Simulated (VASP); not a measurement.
# P (R32) in VASP: notebook, part 2 of 2

VASP 6.6.1. Earlier steps stand in the parts before.

**4. Relaxation of cell and atoms, PBE**

File INCAR:

```
ALGO = Normal
EDIFF = 1E-6
EDIFFG = -0.04
ENCUT = 600
GGA = PE
IBRION = 2
ISIF = 3
ISMEAR = 0
LASPH = True
LCHARG = False
LREAL = False
LWAVE = False
NELM = 60
NSW = 90
PREC = Accurate
SIGMA = 0.1
```

File KPOINTS:

```
k-points
0
Gamma
  6 6 6
```

File POSCAR:

```
P
1.0
    3.4574719200      1.9961723400      2.0497300900
   -3.4574719200      1.9961723400      2.0497300900
    0.0000000000     -3.9923446900      2.0497300900
P
5
Direct
    0.3295443800      0.3295443800      0.3295443800
    0.6704556200      0.6704556200      0.6704556200
    0.6121795600      0.3878204400      0.0000000000
    0.0000000000      0.6121795600      0.3878204400
    0.3878204400      0.0000000000      0.6121795600
```

Potentials or basis: VASP PAW PBE potentials, release 64 (P).

Started as:

```sh
> cat potpaw_PBE.64/P/POTCAR > POTCAR
> mpirun -np 1 vasp_std > vasp.out
```

OUTCAR:

```text
EDIFF = 1E-6
   EDIFFG = -0.04
   ENCUT = 600
   GGA = PE
   IBRION = 2
   ISIF = 3
   ISMEAR = 0
   LASPH = True
   LREAL = False
   NELM = 60
   NSW = 90
   PREC = Accurate

 ion  position               nearest neighbor table
   1  0.330  0.330  0.330-   2 2.10   3 2.14   5 2.14   4 2.14
   2  0.670  0.670  0.670-   1 2.10   3 2.14   4 2.14   5 2.14
   3  0.612  0.388  0.000-   1 2.14   2 2.14   4 2.15   5 2.15
   4  0.000  0.612  0.388-   2 2.14   1 2.14   5 2.15   3 2.15
   5  0.388  0.000  0.612-   1 2.14   2 2.14   4 2.15   3 2.15

  LATTYP: Found a trigonal (rhomboedric) cell.
 ALAT       =     4.4877844830
 COS(alpha) =    -0.1870891458

  Lattice vectors:

 A1 = (   3.4574719200,   1.9961723400,   2.0497300900)
 A2 = (  -3.4574719200,   1.9961723400,   2.0497300900)
 A3 = (   0.0000000000,  -3.9923446900,   2.0497300900)

Analysis of symmetry for initial positions (statically):
=====================================================================
 Subroutine PRICEL returns:
 Original cell was already a primitive cell.

 Routine SETGRP: Setting up the symmetry group for a
 trigonal (rhombohedral) supercell.

 Subroutine GETGRP returns: Found  6 space group operations
 (whereof  6 operations were pure point group operations)
 out of a pool of 12 trial point group operations.

[... 154 lines left out ...]
  energy-cutoff  :      600.00
  volume of cell :       84.88
 maximum number of plane-waves:      2854
   NGX = 17   NGY = 17   NGZ = 17

--------------------------------------- Ionic step        1  -------------------------------------------

 number of electron      24.9999999 magnetization

 Free energy of the ion-electron system (eV)
  ---------------------------------------------------
  ext. energy  EPLUGINS =         0.00000000
  ---------------------------------------------------
  free energy    TOTEN  =       -23.52317861 eV

  energy without entropy =      -23.50367226  energy(sigma->0) =      -23.51342544

 E-fermi :   7.8538     XC(G=0): -10.0900

 val. band max:        7.8284895593   @ k =   0.5000   0.3333   0.1667
 cond. band min:       7.8725749245   @ k =   0.3333   0.0000   0.0000
 fundamental gap:      0.0440853652
 Fermi energy:         7.8537632512
[... 1031 lines left out ...]
  FREE ENERGIE OF THE ION-ELECTRON SYSTEM (eV)
  ---------------------------------------------------
  free  energy   TOTEN  =       -24.8259925108 eV

  energy  without entropy=      -24.7981289671  energy(sigma->0) =      -24.81206074

[... ionic steps 4 to 30 ...]

--------------------------------------- Ionic step       31  -------------------------------------------

 number of electron      25.0000001 magnetization

------------------------ aborting loop because EDIFF is reached ----------------------------------------
[... 73 lines left out ...]
--------------------------------------- Ionic step       33  -------------------------------------------

 number of electron      25.0000000 magnetization

 Free energy of the ion-electron system (eV)
  ---------------------------------------------------
  ext. energy  EPLUGINS =         0.00000000
  ---------------------------------------------------
  free energy    TOTEN  =       -25.57470330 eV

  energy without entropy =      -25.56300047  energy(sigma->0) =      -25.56885188

 E-fermi :   6.3570     XC(G=0):  -9.7045

 val. band max:        6.3558871559   @ k =  -0.3333   0.1667   0.0000
 cond. band min:       6.3800495292   @ k =   0.5000   0.5000   0.3333
 fundamental gap:      0.0241623733
 Fermi energy:         6.3570265557
[... 488 lines left out ...]
  FREE ENERGIE OF THE ION-ELECTRON SYSTEM (eV)
  ---------------------------------------------------
  free  energy   TOTEN  =       -25.5747032981 eV

  energy  without entropy=      -25.5630004699  energy(sigma->0) =      -25.56885188

 reached required accuracy - stopping structural energy minimisation
```

Wall time 5.3 min (1 thread of Intel Xeon Platinum 8481C at 2.70GHz (Sapphire Rapids), shared host); peak memory 0.21 GiB.

What came out:

* Free energy: -25.5747 eV
* Relaxed volume: 19.26 Å³/atom
* Relaxed cell: a = 5.034 Å, b = 5.034 Å, c = 5.034 Å, α = 109.98°, β = 109.98°, γ = 109.98°
* Space group after relaxing (to 0.05 Å): R32 (No. 155)
* Energy gained by relaxing: 410.3 meV/atom
* Ionic steps: 33
* Pressure after relaxing: -0.1 GPa
* Largest force after relaxing: 0.017 eV/Å

Forces on the atoms (eV/Å):
```
P    0.000  0.000  0.017
P    0.000  0.000 -0.017
P    0.016  0.000  0.000
P   -0.008  0.014  0.000
P   -0.008 -0.014  0.000
```

The path:
| step | energy change (eV) | largest force (eV/Å) | pressure (GPa) | volume (Å³) |
| --- | --- | --- | --- | --- |
| 1 | 0.0000 | 2.1939 | 23.41 | 84.88 |
| 2 | -0.8958 | 1.5140 | -6.23 | 119.14 |
| 3 | -1.3028 | 0.7653 | 0.77 | 104.08 |
| 4 | -1.4025 | 0.5494 | 0.54 | 106.26 |
| 5 | -1.4184 | 0.4035 | 0.57 | 107.53 |
| 6 | -1.4411 | 0.2825 | 0.01 | 109.58 |
| 7 | -1.4421 | 0.2543 | -0.11 | 110.10 |
| 8 | -1.4515 | 0.1076 | -0.45 | 110.08 |
| 9 | -1.4515 | 0.1107 | -0.44 | 110.08 |
| 10 | -1.4595 | 0.0726 | 0.15 | 109.05 |
| 11 | -1.4629 | 0.1850 | 0.86 | 107.86 |
| 12 | -1.4684 | 0.1808 | 0.87 | 107.87 |
| 13 | -1.4866 | 0.1720 | 0.86 | 107.87 |
| 14 | -1.5229 | 0.1537 | 0.79 | 107.82 |
| 15 | -1.6472 | 0.1837 | 0.13 | 107.54 |
| 16 | -1.8397 | 0.3061 | -2.03 | 106.21 |
| 17 | -0.4088 | 2.1038 | -6.58 | 100.22 |
| 18 | -1.7982 | 0.7866 | -1.47 | 105.98 |
| 19 | -1.8039 | 0.7802 | -2.03 | 105.63 |
| 20 | -1.8029 | 0.7825 | -1.72 | 105.83 |
| 21 | -1.8083 | 0.7547 | -1.90 | 105.72 |
| 22 | -1.8148 | 0.8120 | -2.43 | 105.38 |
| 23 | -1.8265 | 0.7980 | -2.37 | 105.10 |
| 24 | -1.8603 | 0.7546 | -2.17 | 104.25 |
| 25 | -1.9202 | 0.6582 | -1.73 | 102.57 |
| 26 | -2.0018 | 0.6033 | -0.53 | 99.22 |
| 27 | -1.9446 | 0.8662 | 3.28 | 92.53 |
| 28 | -2.0138 | 0.6526 | 0.88 | 96.51 |
| 29 | -2.0368 | 0.3537 | 0.37 | 96.54 |
| 30 | -2.0498 | 0.0638 | -0.18 | 96.57 |
| 31 | -2.0504 | 0.0456 | -0.30 | 96.57 |
| 32 | -2.0505 | 0.0394 | -0.34 | 96.58 |
| 33 | -2.0515 | 0.0169 | -0.12 | 96.29 |

Final structure:
```xyz
5
Lattice="4.1232 2.3805 1.6351 -4.1232 2.3805 1.6351 0.0000 -4.7611 1.6351" Properties=species:S:1:pos:R:3 pbc="T T T"
P     0.0000    0.0000    1.3118
P     0.0000    0.0000    3.5935
P     0.4927    2.3805    1.6351
P     1.8152    1.6170    3.2701
P     1.8152   -1.6170    1.6351
```

**5. Single point, PBE**

This run uses another cell than the first one, of 17.94 Å³/atom, 1.057 times its volume.

File INCAR:

```
SYSTEM = P
PREC = Accurate
ENCUT = 520
EDIFF = 1E-7
ISMEAR = 0
SIGMA = 0.1
LREAL = .False.
LASPH = .True.
NELM = 100
ALGO = Normal
ISIF = 2
LWAVE = .False.
LCHARG = .False.
GGA = PE
NBANDS = 20
```

File KPOINTS:

```
regular mesh
0
Gamma
  12 12 12
  0 0 0
```

File POSCAR:

```
P
1.0
    3.1857370141      1.8392861226      2.5518834369
   -3.1857370141      1.8392861226      2.5518834369
    0.0000000000     -3.6785722453      2.5518834369
P
5
Direct
    0.3566383053      0.3566383053      0.3566383053
    0.6433616947      0.6433616947      0.6433616947
    0.7101039858      0.2898960142      0.0000000000
    0.0000000000      0.7101039858      0.2898960142
    0.2898960142      0.0000000000      0.7101039858
```

Potentials or basis: VASP PAW PBE potentials, release 64 (P).

Started as:

```sh
> cat potpaw_PBE.64/P/POTCAR > POTCAR
> mpirun -np 1 vasp_std > vasp.out
```

OUTCAR:

```text
SYSTEM = P
   PREC = Accurate
   ENCUT = 520
   EDIFF = 1E-7
   ISMEAR = 0
   LREAL = .False.
   LASPH = .True.
   NELM = 100
   ISIF = 2
   GGA = PE

 ion  position               nearest neighbor table
   1  0.357  0.357  0.357-   2 2.20   5 2.28   3 2.28   4 2.28
   2  0.643  0.643  0.643-   1 2.20   4 2.28   3 2.28   5 2.28
   3  0.710  0.290  0.000-   1 2.28   2 2.28   4 2.60   5 2.60
   4  0.000  0.710  0.290-   2 2.28   1 2.28   3 2.60   5 2.60
   5  0.290  0.000  0.710-   1 2.28   2 2.28   3 2.60   4 2.60

  LATTYP: Found a trigonal (rhomboedric) cell.
 ALAT       =     4.4770529190
 COS(alpha) =    -0.0126640277

  Lattice vectors:

 A1 = (   3.1857370141,   1.8392861226,   2.5518834369)
 A2 = (  -3.1857370141,   1.8392861226,   2.5518834369)
 A3 = (   0.0000000000,  -3.6785722453,   2.5518834369)

Analysis of symmetry for initial positions (statically):
=====================================================================
 Subroutine PRICEL returns:
 Original cell was already a primitive cell.

 Routine SETGRP: Setting up the symmetry group for a
[... 174 lines left out ...]

 E-fermi :   7.1751     XC(G=0): -10.1722

 val. band max:        7.1712069553   @ k =  -0.1667  -0.2500   0.0833
 cond. band min:       7.1755451406   @ k =  -0.2500   0.3333   0.0833
 fundamental gap:      0.0043381853
 Fermi energy:         7.1751404555

 k-point     1 :       0.0000    0.0000    0.0000
  band No.  band energies     occupation
      1      -8.6876      2.00000
      2      -3.3066      2.00000
      3      -3.3066      2.00000
      4      -3.0259      2.00000
      5      -1.9161      2.00000
      6       1.2967      2.00000
[... 541 lines left out ...]
     19      11.6540      0.00000
     20      12.4522      0.00000

 [... further k-points ...]

------------------------ aborting loop because EDIFF is reached ----------------------------------------

  FORCE on cell =-STRESS in cart. coord.  units (eV):
  Direction    XX          YY          ZZ          XY          YZ          ZX
  --------------------------------------------------------------------------------------
  -------------------------------------------------------------------------------------
  Total       -0.1518559     -0.1518559     -0.1288414      0.0000000      0.0000000      0.0000000
  in kB       -2.7118822     -2.7118822     -2.3008843      0.0000000      0.0000000      0.0000000
  external PRESSURE =      -2.5748829 kB  Pullay stress =       0.0000000 kB

 VOLUME and BASIS-vectors are now :
 -----------------------------------------------------------------------------
  energy-cutoff  :      520.00
  volume of cell :       89.72
      direct lattice vectors                 reciprocal lattice vectors
     3.185737014  1.839286123  2.551883437     0.156949553  0.090614867  0.130622476
    -3.185737014  1.839286123  2.551883437    -0.156949553  0.090614867  0.130622476
     0.000000000 -3.678572245  2.551883437     0.000000000 -0.181229733  0.130622476

 POSITION                                       TOTAL-FORCE (eV/Angst)
 -----------------------------------------------------------------------------------
      0.00000     -0.00000      2.73030         0.000000     -0.000000      0.031032
      0.00000     -0.00000      4.92535         0.000000      0.000000     -0.031032
      1.33867      1.83929      2.55188        -0.031026     -0.000000     -0.000000
     -2.26220      0.23968      2.55188         0.015513     -0.026869      0.000000
      0.92353     -2.07897      2.55188         0.015513      0.026869      0.000000
 -----------------------------------------------------------------------------------
    total drift:                               -0.000000      0.000000      0.000000

  FREE ENERGIE OF THE ION-ELECTRON SYSTEM (eV)
  ---------------------------------------------------
  free  energy   TOTEN  =       -25.4301936073 eV

  energy  without entropy=      -25.4218155236  energy(sigma->0) =      -25.42600457
```

stdout:

```text
POSCAR found type information on POSCAR P
 POSCAR found :  1 types and       5 ions
 scaLAPACK will be used
 LDA part: xc-table for (Slater+PW92), standard interpolation
 POSCAR, INCAR and KPOINTS ok, starting setup
 FFT: planning ... GRIDC
 FFT: planning ... GRID_SOFT
 FFT: planning ... GRID
 WAVECAR not read
 entering main loop
```

Run time: 98 s. Hardware: 1 thread of Intel Xeon Platinum 8481C at 2.70GHz (Sapphire Rapids), shared host; peak memory 0.35 GiB.

What came out:

| Quantity | Value |
| --- | --- |
| Free energy | -25.4302 eV |
| Pressure | -0.3 GPa |
| Largest force | 0.031 eV/Å |

Forces on the atoms (eV/Å):
```
P    0.000  0.000  0.031
P    0.000  0.000 -0.031
P   -0.031  0.000  0.000
P    0.016 -0.027  0.000
P    0.016  0.027  0.000
```

**6. Overview**

| task | cell | k mesh | cutoff (eV) | gap on the mesh (eV) | pressure (GPa) | largest force (eV/Å) |
| --- | --- | --- | --- | --- | --- | --- |
| single point | a = 4.488 Å, angles 100.8°, 5 atoms | 6 × 6 × 6 | 520 | none | 23.4 | 2.19 |
| single point | a = 4.471 Å, angles 90.7°, 5 atoms | 6 × 6 × 6 | 520 | none | -0.2 | 0.04 |
| relaxation of cell and atoms | relaxed from a = 4.488 Å, angles 100.8°, 5 atoms | 6 × 6 × 6 | 600 | none | -0.1 | 0.02 |
| single point | a = 4.477 Å, angles 90.7°, 5 atoms | 12 × 12 × 12 | 520 | none | -0.3 | 0.03 |

Alike in all rows: level PBE; potentials or basis VASP PAW PBE potentials, release 64 (P); no spin polarisation; smearing gaussian 0.1 eV.

Caveats: forces of over 1 eV/Å act on the atoms, so gaps and moduli don't describe the material at rest (some runs).

Total energies depend on the potentials used, so only differences within one code and one set of settings carry meaning.
